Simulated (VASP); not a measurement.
# Br (I4/mmm) in VASP: settings compared, part 2 of 2

VASP 6.6.1.

### Step 4. Relaxation of cell and atoms, r2SCAN

POSCAR reads:

```
Br
1.0
   -1.4234917050      1.4234917050      3.5775173700
    1.4234917050     -1.4234917050      3.5775173700
    1.4234917050      1.4234917050     -3.5775173700
Br
1
Direct
    0.0000000000      0.0000000000      0.0000000000
```

INCAR.step1 reads:

```
  ALGO = Normal
  EDIFF = 1E-4
  ENCUT = 600
  GGA = PE
  ISMEAR = -1
  LASPH = T
  LCHARG = F
  LREAL = F
  LWAVE = T
  NELM = 60
  PREC = Accurate
  SIGMA = 0.05
```

INCAR.step2 reads:

```
  ALGO = Normal
  EDIFF = 1E-7
  EDIFFG = -0.01
  ENCUT = 600
  IBRION = 2
  ISIF = 3
  ISMEAR = -1
  ISTART = 1
  LASPH = T
  LCHARG = F
  LMIXTAU = T
  LREAL = F
  LWAVE = F
  METAGGA = R2SCAN
  NELM = 60
  NSW = 60
  PREC = Accurate
  SIGMA = 0.05
```

KPOINTS reads:

```
k-points
0
Gamma
  13 13 13
```

Potentials or basis: VASP PAW PBE potentials, release 64 (Br).

Started as:

```bash
$ cat potpaw_PBE.64/Br/POTCAR > POTCAR
$ cp INCAR.step1 INCAR
$ mpirun -np 1 vasp_std > vasp.out
$ cp INCAR.step2 INCAR
$ mpirun -np 1 vasp_std > vasp.out
```

OUTCAR:

```text
EDIFF = 1E-7
   EDIFFG = -0.01
   ENCUT = 600
   IBRION = 2
   ISIF = 3
   ISMEAR = -1
   ISTART = 1
   LASPH = T
   LREAL = F
   METAGGA = R2SCAN
   NELM = 60
   NSW = 60
   PREC = Accurate

 ion  position               nearest neighbor table
   1  0.000  0.000  0.000-

  LATTYP: Found a body centered tetragonal cell.
 ALAT       =     2.8469834100
 C/A-ratio  =     2.5131986069

  Lattice vectors:

 A1 = (  -1.4234917050,   1.4234917050,   3.5775173700)
 A2 = (   1.4234917050,  -1.4234917050,   3.5775173700)
 A3 = (   1.4234917050,   1.4234917050,  -3.5775173700)

Analysis of symmetry for initial positions (statically):
=====================================================================
 Subroutine PRICEL returns:
 Original cell was already a primitive cell.

 Routine SETGRP: Setting up the symmetry group for a
 body centered tetragonal supercell.

 Subroutine GETGRP returns: Found 16 space group operations
 (whereof 16 operations were pure point group operations)
 out of a pool of 16 trial point group operations.

The static configuration has the point symmetry D_4h.

Analysis of symmetry for dynamics (positions and initial velocities):
=====================================================================
 Subroutine PRICEL returns:
 Original cell was already a primitive cell.

 Routine SETGRP: Setting up the symmetry group for a
 body centered tetragonal supercell.

 Subroutine GETGRP returns: Found 16 space group operations
 (whereof 16 operations were pure point group operations)
 out of a pool of 16 trial point group operations.

The dynamic configuration has the point symmetry D_4h.

 Subroutine INISYM returns: Found 16 space group operations
 (whereof 16 operations are pure point group operations),
 and found     1 'primitive' translations

----------------------------------------------------------------------------------------

                                     Primitive cell

  volume of cell :      28.9969

  direct lattice vectors                    reciprocal lattice vectors
    -1.423491705  1.423491705  3.577517370     0.000000000  0.351248973  0.139761725
     1.423491705 -1.423491705  3.577517370     0.351248973  0.000000000  0.139761725
     1.423491705  1.423491705 -3.577517370     0.351248973  0.351248973  0.000000000

  length of vectors
     4.105032010  4.105032010  4.105032010     0.378033307  0.378033307  0.496741062

  position of ions in fractional coordinates (direct lattice)
     0.000000000  0.000000000  0.000000000

  ion indices of the primitive-cell ions
   primitive index   ion index
                 1           1

----------------------------------------------------------------------------------------

 KPOINTS: k-points

Automatic generation of k-mesh.
 Grid dimensions read from file:
 generate k-points for:   13   13   13

 Generating k-lattice:
[... 41 lines left out ...]
  0.384615  0.153846  0.000000     16.000000
  0.461538  0.153846  0.000000     16.000000
 [... further k-points ...]
   k-points           NKPTS =    196   k-points in BZ     NKDIM =    196   number of bands    NBANDS=      7
   number of dos      NEDOS =    301   number of ions     NIONS =      1
   total plane-waves  NPLWV =  46656
   dimension x,y,z NGX =    36 NGY =   36 NGZ =   36
   dimension x,y,z NGXF=    72 NGYF=   72 NGZF=   72
   ions per type =               1
   NGX,Y,Z   is equivalent  to a cutoff of  14.58, 14.58, 14.58 a.u.
   NGXF,Y,Z  is equivalent  to a cutoff of  29.16, 29.16, 29.16 a.u.
 SYSTEM =  unknown system
   PREC   = accura    normal or accurate (medium, high low for compatibility)
   ISTART =      1    job   : 0-new  1-cont  2-samecut
   ICHARG =      0    charge: 1-file 2-atom 10-const
   ISPIN  =      1    spin polarized calculation?
   LNONCOLLINEAR =      F non collinear calculations
   LSORBIT =      F    spin-orbit coupling
   LASPH  =      T    aspherical Exc in radial PAW
   ENCUT  =  600.0 eV  44.10 Ry    6.64 a.u.   8.20  8.20  8.20*2*pi/ulx,y,z
   NELM   =     60;   NELMIN=  2; NELMDL=  0     # of ELM steps
   EDIFF  = 0.1E-06   stopping-criterion for ELM
   LREAL  =      F    real-space projection
   EDIFFG = -.1E-01   stopping-criterion for IOM
   NSW    =     60    number of steps for IOM
   IBRION =      2    ionic relax: 0-MD 1-quasi-New 2-CG
   NFREE  =      1    steps in history (QN), initial steepest desc. (CG)
   ISIF   =      3    stress and relaxation
   ISYM   =      2    0-nonsym 1-usesym 2-fastsym
   POTIM  = 0.5000    time-step for ionic-motion
   TEBEG  =    0.0;   TEEND  =   0.0 temperature during run
   PSTRESS=    0.0 pullay stress
   NELECT =       7.0000    total number of electrons
   NUPDOWN=      -1.0000    fix difference up-down
   EMIN   =  10.00;   EMAX   =-10.00  energy-range for DOS
   EFERMI =   0.00;   METHOD = LEGACY
   ISMEAR =    -1;   SIGMA  =   0.05  broadening in eV -4-tet -1-fermi 0-gaus
   EFERMI_NEDOS =   21; number of points for ismear=-14 and -15
   IALGO  =     38    algorithm
   IMIX   =      4    mixing-type and parameters
     AMIX     =   0.40;   BMIX     =  1.00
     AMIX_MAG =   1.60;   BMIX_MAG =  1.00
  volume/ion in A,a.u.               =      29.00       195.68
  Fermi-wavevector in a.u.,A,eV,Ry     =   1.019351  1.926294 14.137486  1.039076
  Thomas-Fermi vector in A             =   2.152860
   LORBIT       =      0    0 simple, 1 ext, 2 COOP (PROOUT), +10 PAW based schemes
   METAGGA = R2SCAN    functional components
   LHFCALC =     F    Hartree Fock is set to
   AEXX    =    0.0000 exact exchange contribution
   IVDW    =     0    specifies the selected vdW correction
   LEPSILON=     F    determine dielectric tensor
   LRPA    =     F    only Hartree local field effects (RPA)
 conjugate gradient relaxation of ions
 non-spin polarized calculation
  energy-cutoff  :      600.00
  volume of cell :       29.00
 maximum number of plane-waves:       979
 NGX is ok and might be reduce to    36
   NGX = 17   NGY = 17   NGZ = 17

--------------------------------------- Ionic step        1  -------------------------------------------

 number of electron       7.0000000 magnetization

 Free energy of the ion-electron system (eV)
  ---------------------------------------------------
  ext. energy  EPLUGINS =         0.00000000
  ---------------------------------------------------
  free energy    TOTEN  =       -13.02772908 eV

  energy without entropy =      -13.02312475  energy(sigma->0) =      -13.02542692

------------------------ aborting loop because EDIFF is reached ----------------------------------------

  FORCE on cell =-STRESS in cart. coord.  units (eV):
  Direction    XX          YY          ZZ          XY          YZ          ZX
  --------------------------------------------------------------------------------------
  -------------------------------------------------------------------------------------
  Total        0.0810695      0.0810695      0.0738036      0.0000000      0.0000000      0.0000000
  in kB        4.4793665      4.4793665      4.0778994      0.0000000      0.0000000      0.0000000
  external PRESSURE =       4.3455441 kB  Pullay stress =       0.0000000 kB
[... 162 lines left out ...]
--------------------------------------- Ionic step        6  -------------------------------------------

 number of electron       7.0000000 magnetization

 Free energy of the ion-electron system (eV)
  ---------------------------------------------------
  ext. energy  EPLUGINS =         0.00000000
  ---------------------------------------------------
  free energy    TOTEN  =       -13.02883240 eV

  energy without entropy =      -13.02424381  energy(sigma->0) =      -13.02653810

 E-fermi :   0.9131     XC(G=0):  -8.9603

 val. band max:        0.8322490701   @ k =  -0.2308   0.3077   0.0769
 cond. band min:       0.9489724528   @ k =  -0.3077   0.3846   0.1538
 fundamental gap:      0.1167233827
 Fermi energy:         0.9130991977

 k-point     1 :       0.0000    0.0000    0.0000
  band No.  band energies     occupation
      1     -15.9718      2.00000
      2      -1.6668      2.00000
      3       1.8544      0.00000
      4       1.8544      0.00000
      5       6.7234      0.00000
      6      11.2953      0.00000
      7      11.9354      0.00000
[... 221 lines left out ...]
 k-point    24 :       0.4615    0.1538    0.0000
  band No.  band energies     occupation
      1     -14.0197      2.00000
      2      -4.7603      2.00000
      3      -0.9915      2.00000
      4       0.9557      0.59787
      5       8.3548      0.00000
      6      12.2151      0.00000
      7      14.7243      0.00000

 [... further k-points ...]

------------------------ aborting loop because EDIFF is reached ----------------------------------------

  FORCE on cell =-STRESS in cart. coord.  units (eV):
  Direction    XX          YY          ZZ          XY          YZ          ZX
  --------------------------------------------------------------------------------------
  -------------------------------------------------------------------------------------
  Total        0.0054643      0.0054643      0.0025437      0.0000000      0.0000000     -0.0000000
  in kB        0.2931678      0.2931678      0.1364742      0.0000000      0.0000000     -0.0000000
  external PRESSURE =       0.2409366 kB  Pullay stress =       0.0000000 kB
[... 16 lines left out ...]
  FREE ENERGIE OF THE ION-ELECTRON SYSTEM (eV)
  ---------------------------------------------------
  free  energy   TOTEN  =       -13.0288323976 eV

  energy  without entropy=      -13.0242438114  energy(sigma->0) =      -13.02653810

 reached required accuracy - stopping structural energy minimisation
```

OSZICAR.step1:

```text
N       E                     dE             d eps       ncg     rms          rms(c)
DAV:   1     0.265073800036E+02    0.26507E+02   -0.31773E+03  2751   0.863E+02
DAV:   2    -0.640480406379E+00   -0.27148E+02   -0.26381E+02  3941   0.117E+02
DAV:   3    -0.148303772854E+01   -0.84256E+00   -0.83787E+00  3234   0.246E+01
DAV:   4    -0.148567212643E+01   -0.26344E-02   -0.26329E-02  4207   0.154E+00
DAV:   5    -0.148567510808E+01   -0.29816E-05   -0.29817E-05  3437   0.331E-02    0.610E+00
DAV:   6    -0.145609585010E+01    0.29579E-01   -0.21665E-02  3304   0.110E+00    0.375E+00
DAV:   7    -0.144376584576E+01    0.12330E-01   -0.44162E-02  3444   0.161E+00    0.122E-01
DAV:   8    -0.144365921359E+01    0.10663E-03   -0.11836E-03  2961   0.292E-01    0.217E-02
DAV:   9    -0.144366314095E+01   -0.39274E-05   -0.91299E-06  2408   0.310E-02
   1 F= -.14436631E+01 E0= -.14413008E+01  d E =-.472464E-02
```

Wall time 13 min (1 thread of Intel Xeon Platinum 8559C (Emerald Rapids), shared host); peak memory 0.25 GiB.

What came out:

```
Free energy                           : -13.0288 eV
Relaxed volume                        : 29.86 Å³/atom
Relaxed cell                          : a = 4.185 Å, b = 4.185 Å, c = 4.185 Å, α = 140.12°, β = 140.12°, γ = 57.67°
Space group after relaxing (to 0.1 Å) : I4/mmm (No. 139)
Energy gained by relaxing             : 1.1 meV/atom
Ionic steps                           : 6
Pressure after relaxing               : 0.0 GPa
Band gap on the k mesh                : zero (an odd number of electrons rules out a gap without spin polarisation)
```

Step by step:
```
step  energy change (eV)  largest force (eV/Å)  pressure (GPa)  volume (Å³)
   1              0.0000                0.0000            0.43        29.00
   2             -0.0004                0.0000           -0.01        29.33
   3             -0.0004                0.0000            0.02        29.31
   4             -0.0007                0.0000            0.01        29.42
   5             -0.0011                0.0000            0.02        29.72
   6             -0.0011                0.0000            0.02        29.86
```

Final structure:
```
CELL_PARAMETERS angstrom
-1.42711 1.42711 3.66567
1.42711 -1.42711 3.66567
1.42711 1.42711 -3.66567
ATOMIC_POSITIONS crystal
Br 0.00000 0.00000 0.00000
```

Levels at points of the mesh, in eV from the Fermi level:
```tsv
k point	band 1	band 2	band 3	band 4	band 5	band 6
(0.00, 0.00, 0.00)	-16.88	-2.58	0.94	0.94	5.81	10.38
```

Caveat: the PAW data sets were made with another functional, which shifts forces and pressure a little; an odd number of electrons without spin polarisation forces a metal; a magnetic or distorted state may lie lower.

### Step 5. The runs side by side

| level | gap on the mesh (eV) | pressure (GPa) | relaxed volume (Å³/atom) |
| --- | --- | --- | --- |
| revPBE | none | 0.0 | 45.66 |
| BLYP | none | 0.0 | 48.79 |
| r2SCAN | none | 0.0 | 29.86 |

Alike in all rows: task relaxation of cell and atoms; potentials or basis VASP PAW PBE potentials, release 64 (Br); no spin polarisation; cell relaxed; k mesh 13 × 13 × 13; cutoff (eV) 600; smearing fermi-dirac 0.05 eV.

Caveats: the PAW data sets were made with another functional, which shifts forces and pressure a little; an odd number of electrons without spin polarisation forces a metal; a magnetic or distorted state may lie lower; the volume moved by over 15 % at a fixed basis, so the end points are rough (at least some runs).

Absolute energies hang on the potentials; compare differences alone.

The gap in the log of VASP goes by the Fermi energy; the results here count the filled bands.